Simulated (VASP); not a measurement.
# BP (F-43m) in VASP: notebook

The runs below take BP through single point, with PBE, r2SCAN.

Program: VASP 6.6.1. These are calculated values, not measurements. Logs are shortened: lines on timing, memory, paths and dates and some standing lists are left out, and cuts for length are marked.

### 1 The cell of the first run

Symmetry: F-43m, No. 216, cubic system. The conventional cell has a = 4.537 Å, b = 4.537 Å, c = 4.537 Å, α = 90.00°, β = 90.00°, γ = 90.00°. B (site symmetry -43m) has 4 P at 1.96 Å within 2.6 Å. Within 2.6 Å of P (site symmetry -43m) lie 4 B at 1.96 Å.

### 2 Single point, PBE

The input, INCAR:

```
SYSTEM = BP
  PREC = Accurate
  ENCUT = 520
  EDIFF = 1E-6
  ISMEAR = 0
  SIGMA = 0.01
  LREAL = .False.
  LASPH = .True.
  NELM = 100
  ALGO = Normal
  ISIF = 2
  LWAVE = .False.
  LCHARG = .True.
  GGA = PE
  LELF = .True.
  LVHAR = .True.
  NBANDS = 11
```

The input, KPOINTS:

```
Automatic mesh
0
Gamma
  8 8 8
  0 0 0
```

The input, POSCAR:

```
BP
1.0
    0.0000000000      2.2683155501      2.2683155501
    2.2683155501      0.0000000000      2.2683155501
    2.2683155501      2.2683155501      0.0000000000
B P
1 1
Direct
    0.0000000000      0.0000000000      0.0000000000
    0.2500000000      0.2500000000      0.2500000000
```

Potentials or basis: VASP PAW PBE potentials, release 64 (B, P).

On the command line:

```bash
$ cat potpaw_PBE.64/B/POTCAR potpaw_PBE.64/P/POTCAR > POTCAR
$ mpirun -np 1 vasp_std > vasp.out
```

OUTCAR:

```text
SYSTEM = BP
   PREC = Accurate
   ENCUT = 520
   EDIFF = 1E-6
   ISMEAR = 0
   LREAL = .False.
   LASPH = .True.
   NELM = 100
   ISIF = 2
   GGA = PE

 ion  position               nearest neighbor table
   1  0.000  0.000  0.000-   2 1.96   2 1.96   2 1.96   2 1.96
   2  0.250  0.250  0.250-   1 1.96   1 1.96   1 1.96   1 1.96

  LATTYP: Found a face centered cubic cell.
 ALAT       =     4.5366311002

  Lattice vectors:

 A1 = (   0.0000000000,   2.2683155501,   2.2683155501)
 A2 = (   2.2683155501,   0.0000000000,   2.2683155501)
 A3 = (   2.2683155501,   2.2683155501,   0.0000000000)

Analysis of symmetry for initial positions (statically):
=====================================================================
 Subroutine PRICEL returns:
 Original cell was already a primitive cell.

 Routine SETGRP: Setting up the symmetry group for a
 face centered cubic supercell.

 Subroutine GETGRP returns: Found 24 space group operations
 (whereof 24 operations were pure point group operations)
 out of a pool of 48 trial point group operations.

The static configuration has the point symmetry T_d .

Analysis of symmetry for dynamics (positions and initial velocities):
=====================================================================
 Subroutine PRICEL returns:
 Original cell was already a primitive cell.

 Routine SETGRP: Setting up the symmetry group for a
 face centered cubic supercell.

 Subroutine GETGRP returns: Found 24 space group operations
 (whereof 24 operations were pure point group operations)
 out of a pool of 48 trial point group operations.

The dynamic configuration has the point symmetry T_d .

 Subroutine INISYM returns: Found 24 space group operations
 (whereof 24 operations are pure point group operations),
 and found     1 'primitive' translations

----------------------------------------------------------------------------------------

                                     Primitive cell

  volume of cell :      23.3421

  direct lattice vectors                    reciprocal lattice vectors
     0.000000000  2.268315550  2.268315550    -0.220427885  0.220427885  0.220427885
     2.268315550  0.000000000  2.268315550     0.220427885 -0.220427885  0.220427885
     2.268315550  2.268315550  0.000000000     0.220427885  0.220427885 -0.220427885

  length of vectors
     3.207882615  3.207882615  3.207882615     0.381792297  0.381792297  0.381792297

  position of ions in fractional coordinates (direct lattice)
     0.000000000  0.000000000  0.000000000
     0.250000000  0.250000000  0.250000000

  ion indices of the primitive-cell ions
   primitive index   ion index
                 1           1
                 2           2

----------------------------------------------------------------------------------------

 KPOINTS: Automatic mesh

Automatic generation of k-mesh.
 Grid dimensions read from file:
 generate k-points for:    8    8    8

 Generating k-lattice:

  Cartesian coordinates                     Fractional coordinates (reciprocal lattice)
    -0.027553486  0.027553486  0.027553486     0.125000000  0.000000000  0.000000000
     0.027553486 -0.027553486  0.027553486     0.000000000  0.125000000  0.000000000
     0.027553486  0.027553486 -0.027553486     0.000000000  0.000000000  0.125000000

  Length of vectors
     0.047724037  0.047724037  0.047724037

  Shift w.r.t. Gamma in fractional coordinates (k-lattice)
     0.000000000  0.000000000  0.000000000

 Subroutine IBZKPT returns following result:
 ===========================================

 Found     29 irreducible k-points:

 Following reciprocal coordinates:
            Coordinates               Weight
  0.000000  0.000000  0.000000      1.000000
  0.125000  0.000000  0.000000      8.000000
  0.250000  0.000000  0.000000      8.000000
  0.375000  0.000000  0.000000      8.000000
  0.500000  0.000000  0.000000      4.000000
  0.125000  0.125000  0.000000      6.000000
[... 16 lines left out ...]
  0.500000  0.250000  0.125000     48.000000
 -0.375000  0.250000  0.125000     24.000000
 [... further k-points ...]
   k-points           NKPTS =     29   k-points in BZ     NKDIM =     29   number of bands    NBANDS=     11
   number of dos      NEDOS =    301   number of ions     NIONS =      2
   total plane-waves  NPLWV =  13824
   dimension x,y,z NGX =    24 NGY =   24 NGZ =   24
   dimension x,y,z NGXF=    48 NGYF=   48 NGZF=   48
   ions per type =               1   1
   NGX,Y,Z   is equivalent  to a cutoff of  12.44, 12.44, 12.44 a.u.
   NGXF,Y,Z  is equivalent  to a cutoff of  24.88, 24.88, 24.88 a.u.
 SYSTEM =  BP
   PREC   = accura    normal or accurate (medium, high low for compatibility)
   ISTART =      0    job   : 0-new  1-cont  2-samecut
   ICHARG =      2    charge: 1-file 2-atom 10-const
   ISPIN  =      1    spin polarized calculation?
   LNONCOLLINEAR =      F non collinear calculations
   LSORBIT =      F    spin-orbit coupling
   LASPH  =      T    aspherical Exc in radial PAW
   ENCUT  =  520.0 eV  38.22 Ry    6.18 a.u.   5.96  5.96  5.96*2*pi/ulx,y,z
   NELM   =    100;   NELMIN=  2; NELMDL= -5     # of ELM steps
   EDIFF  = 0.1E-05   stopping-criterion for ELM
   LREAL  =      F    real-space projection
   EDIFFG = 0.1E-04   stopping-criterion for IOM
   NSW    =      0    number of steps for IOM
   IBRION =     -1    ionic relax: 0-MD 1-quasi-New 2-CG
   NFREE  =      0    steps in history (QN), initial steepest desc. (CG)
   ISIF   =      2    stress and relaxation
   ISYM   =      2    0-nonsym 1-usesym 2-fastsym
   POTIM  = 0.5000    time-step for ionic-motion
   TEBEG  =    0.0;   TEEND  =   0.0 temperature during run
   PSTRESS=    0.0 pullay stress
   NELECT =       8.0000    total number of electrons
   NUPDOWN=      -1.0000    fix difference up-down
   EMIN   =  10.00;   EMAX   =-10.00  energy-range for DOS
   EFERMI =   0.00;   METHOD = LEGACY
   ISMEAR =     0;   SIGMA  =   0.01  broadening in eV -4-tet -1-fermi 0-gaus
   EFERMI_NEDOS =   21; number of points for ismear=-14 and -15
   IALGO  =     38    algorithm
   IMIX   =      4    mixing-type and parameters
     AMIX     =   0.40;   BMIX     =  1.00
     AMIX_MAG =   1.60;   BMIX_MAG =  1.00
  volume/ion in A,a.u.               =      11.67        78.76
  Fermi-wavevector in a.u.,A,eV,Ry     =   1.145666  2.164995 17.858335  1.312551
  Thomas-Fermi vector in A             =   2.282353
   LORBIT       =      0    0 simple, 1 ext, 2 COOP (PROOUT), +10 PAW based schemes
   GGA     = PE    functional components
   LHFCALC =     F    Hartree Fock is set to
   AEXX    =    0.0000 exact exchange contribution
   IVDW    =     0    specifies the selected vdW correction
   LEPSILON=     F    determine dielectric tensor
   LRPA    =     F    only Hartree local field effects (RPA)
 non-spin polarized calculation
 Gauss-broadening in eV      SIGMA  =   0.01
  energy-cutoff  :      520.00
  volume of cell :       23.34
 maximum number of plane-waves:       638
   NGX = 11   NGY = 11   NGZ = 11

 number of electron       8.0000000 magnetization

 Free energy of the ion-electron system (eV)
  ---------------------------------------------------
  ext. energy  EPLUGINS =         0.00000000
  ---------------------------------------------------
  free energy    TOTEN  =       -12.92845991 eV

  energy without entropy =      -12.92845991  energy(sigma->0) =      -12.92845991

 E-fermi :   7.5850     XC(G=0): -10.9107

 val. band max:        7.4445429505   @ k =   0.0000   0.0000   0.0000
 cond. band min:       8.7123892605   @ k =   0.3750   0.3750   0.0000
 fundamental gap:      1.2678463101
 Fermi energy:         7.5849933812

 k-point     1 :       0.0000    0.0000    0.0000
  band No.  band energies     occupation
      1      -8.0243      2.00000
      2       7.4445      2.00000
      3       7.4445      2.00000
      4       7.4445      2.00000
      5      10.8462      0.00000
      6      10.8462      0.00000
      7      10.8462      0.00000
      8      14.8326      0.00000
      9      18.9631      0.00000
     10      19.5752      0.00000
     11      19.5752      0.00000

 k-point     2 :       0.1250    0.0000    0.0000
  band No.  band energies     occupation
      1      -7.7430      2.00000
      2       5.5888      2.00000
      3       7.0160      2.00000
      4       7.0160      2.00000
      5      11.3821      0.00000
      6      11.4387      0.00000
      7      11.4387      0.00000
      8      15.6184      0.00000
      9      18.6672      0.00000
     10      18.6672      0.00000
     11      19.7982      0.00000

 k-point     3 :       0.2500    0.0000    0.0000
  band No.  band energies     occupation
      1      -6.9179      2.00000
      2       2.5954      2.00000
      3       6.3265      2.00000
      4       6.3265      2.00000
      5      11.4509      0.00000
      6      12.2093      0.00000
      7      12.2093      0.00000
      8      17.0627      0.00000
      9      18.4095      0.00000
     10      18.4095      0.00000
     11      20.4958      0.00000

 k-point     4 :       0.3750    0.0000    0.0000
  band No.  band energies     occupation
      1      -5.6551      2.00000
      2      -0.1316      2.00000
      3       5.8492      2.00000
      4       5.8492      2.00000
      5      11.2997      0.00000
      6      12.2650      0.00000
      7      12.2650      0.00000
      8      17.6122      0.00000
      9      20.0714      0.00000
     10      20.0714      0.00000
     11      21.2808      0.00000
[... 239 lines left out ...]
 k-point    22 :       0.3750    0.2500    0.1250
  band No.  band energies     occupation
      1      -6.1940      2.00000
      2       2.5090      2.00000
      3       3.6464      2.00000
      4       5.4654      2.00000
      5      10.9059      0.00000
      6      13.4523      0.00000
      7      13.6588      0.00000
      8      14.9720      0.00000
      9      19.0454      0.00000
     10      21.3444      0.00000
     11      23.0709      0.00000

 k-point    23 :       0.5000    0.2500    0.1250
  band No.  band energies     occupation
      1      -4.9623      2.00000
      2       0.3407      2.00000
      3       2.9941      2.00000
      4       4.6950      2.00000
      5      11.5508      0.00000
      6      12.9197      0.00000
      7      14.7742      0.00000
      8      15.7883      0.00000
      9      19.8701      0.00000
     10      20.8572      0.00000
     11      24.5264      0.00000

 k-point    24 :      -0.3750    0.2500    0.1250
  band No.  band energies     occupation
      1      -4.0380      2.00000
      2      -1.0096      2.00000
      3       2.9146      2.00000
      4       4.3259      2.00000
      5      11.6364      0.00000
      6      12.6461      0.00000
      7      15.7593      0.00000
      8      17.2398      0.00000
      9      17.9029      0.00000
     10      21.8704      0.00000
     11      24.3033      0.00000

 [... further k-points ...]

------------------------ aborting loop because EDIFF is reached ----------------------------------------

  FORCE on cell =-STRESS in cart. coord.  units (eV):
  Direction    XX          YY          ZZ          XY          YZ          ZX
  --------------------------------------------------------------------------------------
  -------------------------------------------------------------------------------------
  Total        0.1537613      0.1537613      0.1537613     -0.0000000      0.0000000      0.0000000
  in kB       10.5540049     10.5540049     10.5540049     -0.0000000      0.0000000      0.0000000
  external PRESSURE =      10.5540049 kB  Pullay stress =       0.0000000 kB

 VOLUME and BASIS-vectors are now :
 -----------------------------------------------------------------------------
  energy-cutoff  :      520.00
  volume of cell :       23.34
      direct lattice vectors                 reciprocal lattice vectors
     0.000000000  2.268315550  2.268315550    -0.220427885  0.220427885  0.220427885
     2.268315550  0.000000000  2.268315550     0.220427885 -0.220427885  0.220427885
     2.268315550  2.268315550  0.000000000     0.220427885  0.220427885 -0.220427885

 POSITION                                       TOTAL-FORCE (eV/Angst)
 -----------------------------------------------------------------------------------
      0.00000      0.00000      0.00000        -0.000000      0.000000      0.000000
      1.13416      1.13416      1.13416         0.000000     -0.000000     -0.000000
 -----------------------------------------------------------------------------------
    total drift:                                0.000000      0.000000      0.000000

  FREE ENERGIE OF THE ION-ELECTRON SYSTEM (eV)
  ---------------------------------------------------
  free  energy   TOTEN  =       -12.9284599062 eV

  energy  without entropy=      -12.9284599062  energy(sigma->0) =      -12.92845991
```

It took 4 s on 1 thread of Intel Xeon Platinum 8488C (Sapphire Rapids), shared host; peak memory 0.13 GiB.

Results:

```yaml
Free_energy: -12.9285 eV
Pressure: 1.1 GPa
Band_gap_on_the_k_mesh: 1.27 eV, indirect (least direct gap 3.40 eV)
```

### 3 Single point, r2SCAN

POSCAR is that of step 2.

The input, INCAR.step1:

```
PREC = Accurate
ENCUT = 520
ISMEAR = 0
SIGMA = 0.01
LREAL = False
LASPH = True
NELM = 100
NBANDS = 11
GGA = PE
ALGO = Normal
EDIFF = 1E-4
LWAVE = True
LCHARG = False
```

The input, INCAR.step2:

```
PREC = Accurate
ENCUT = 520
EDIFF = 1E-6
ISMEAR = 0
SIGMA = 0.01
LREAL = False
LASPH = True
NELM = 100
ALGO = Normal
ISIF = 2
LWAVE = False
LCHARG = False
METAGGA = R2SCAN
LMIXTAU = True
NBANDS = 11
ISTART = 1
```

The input, KPOINTS:

```
regular mesh
0
Gamma
  8 8 8
```

Potentials or basis: VASP PAW PBE potentials, release 64 (B, P).

On the command line:

```bash
$ cat potpaw_PBE.64/B/POTCAR potpaw_PBE.64/P/POTCAR > POTCAR
$ cp INCAR.step1 INCAR
$ mpirun -np 1 vasp_std > vasp.out
$ cp INCAR.step2 INCAR
$ mpirun -np 1 vasp_std > vasp.out
```

OUTCAR:

```text
PREC = Accurate
   ENCUT = 520
   EDIFF = 1E-6
   ISMEAR = 0
   LREAL = False
   LASPH = True
   NELM = 100
   ISIF = 2
   METAGGA = R2SCAN
   ISTART = 1

 ion  position               nearest neighbor table
   1  0.000  0.000  0.000-   2 1.96   2 1.96   2 1.96   2 1.96
   2  0.250  0.250  0.250-   1 1.96   1 1.96   1 1.96   1 1.96

  LATTYP: Found a face centered cubic cell.
 ALAT       =     4.5366311002

  Lattice vectors:

 A1 = (   0.0000000000,   2.2683155501,   2.2683155501)
 A2 = (   2.2683155501,   0.0000000000,   2.2683155501)
 A3 = (   2.2683155501,   2.2683155501,   0.0000000000)

Analysis of symmetry for initial positions (statically):
=====================================================================
 Subroutine PRICEL returns:
 Original cell was already a primitive cell.

 Routine SETGRP: Setting up the symmetry group for a
 face centered cubic supercell.

 Subroutine GETGRP returns: Found 24 space group operations
 (whereof 24 operations were pure point group operations)
 out of a pool of 48 trial point group operations.

The static configuration has the point symmetry T_d .

[... 171 lines left out ...]
      3       7.4005      2.00000
      4       7.4005      2.00000
      5      11.0420      0.00000
      6      11.0420      0.00000
      7      11.0420      0.00000
      8      15.4256      0.00000
      9      19.8114      0.00000
     10      20.0494      0.00000
     11      20.0494      0.00000
[... 309 lines left out ...]
 k-point    24 :      -0.3750    0.2500    0.1250
  band No.  band energies     occupation
      1      -4.6692      2.00000
      2      -1.5139      2.00000
      3       2.6341      2.00000
      4       4.1177      2.00000
      5      11.9602      0.00000
      6      12.9620      0.00000
      7      16.3038      0.00000
      8      17.9160      0.00000
      9      18.4921      0.00000
     10      22.7123      0.00000
     11      25.2117      0.00000

 [... further k-points ...]

------------------------ aborting loop because EDIFF is reached ----------------------------------------

  FORCE on cell =-STRESS in cart. coord.  units (eV):
  Direction    XX          YY          ZZ          XY          YZ          ZX
  --------------------------------------------------------------------------------------
  -------------------------------------------------------------------------------------
  Total       -0.0735490     -0.0735490     -0.0735490      0.0000000      0.0000000     -0.0000000
  in kB       -5.0483206     -5.0483206     -5.0483206      0.0000000      0.0000000     -0.0000000
  external PRESSURE =      -5.0483206 kB  Pullay stress =       0.0000000 kB

 VOLUME and BASIS-vectors are now :
 -----------------------------------------------------------------------------
  energy-cutoff  :      520.00
  volume of cell :       23.34
      direct lattice vectors                 reciprocal lattice vectors
     0.000000000  2.268315550  2.268315550    -0.220427885  0.220427885  0.220427885
     2.268315550  0.000000000  2.268315550     0.220427885 -0.220427885  0.220427885
     2.268315550  2.268315550  0.000000000     0.220427885  0.220427885 -0.220427885

 POSITION                                       TOTAL-FORCE (eV/Angst)
 -----------------------------------------------------------------------------------
      0.00000      0.00000      0.00000        -0.000000     -0.000000     -0.000000
      1.13416      1.13416      1.13416         0.000000      0.000000      0.000000
 -----------------------------------------------------------------------------------
    total drift:                                0.000000      0.000000      0.000000

  FREE ENERGIE OF THE ION-ELECTRON SYSTEM (eV)
  ---------------------------------------------------
  free  energy   TOTEN  =       -17.3095092594 eV

  energy  without entropy=      -17.3095092594  energy(sigma->0) =      -17.30950926
```

OUTCAR.step1:

```text
PREC = Accurate
   ENCUT = 520
   ISMEAR = 0
   LREAL = False
   LASPH = True
[... 557 lines left out ...]
      0.00000      0.00000      0.00000        -0.000000     -0.000000     -0.000000
      1.13416      1.13416      1.13416         0.000000      0.000000      0.000000
 -----------------------------------------------------------------------------------
    total drift:                                0.000000      0.000000      0.000000

  FREE ENERGIE OF THE ION-ELECTRON SYSTEM (eV)
  ---------------------------------------------------
  free  energy   TOTEN  =       -12.9284588724 eV

  energy  without entropy=      -12.9284588724  energy(sigma->0) =      -12.92845887
```

It took 14 s on 1 thread of Intel Xeon Platinum 8488C (Sapphire Rapids), shared host; peak memory 0.13 GiB.

Results:

| Property | Result |
| --- | --- |
| Free energy | -17.3095 eV |
| Pressure | -0.5 GPa |
| Band gap on the k mesh | 1.48 eV, indirect (least direct gap 3.64 eV) |

Levels at points of the mesh, in eV from the valence-band top:
| k point | band 1 | band 2 | band 3 | band 4 | band 5 | band 6 | band 7 | band 8 |
| --- | --- | --- | --- | --- | --- | --- | --- | --- |
| (0.00, 0.00, 0.00) | -16.27 | 0.00 | 0.00 | 0.00 | 3.64 | 3.64 | 3.64 | 8.03 |
| (0.50, 0.00, 0.00) | -12.77 | -9.51 | -1.87 | -1.87 | 4.14 | 5.03 | 5.03 | 10.92 |
| (0.50, 0.50, 0.00) | -11.10 | -9.13 | -4.35 | -4.35 | 1.54 | 1.91 | 13.07 | 13.07 |

Caveat: the PAW data sets were made with another functional, which shifts forces and pressure a little. r2SCAN opens gaps a little over a GGA but as a rule still falls short of measured ones.
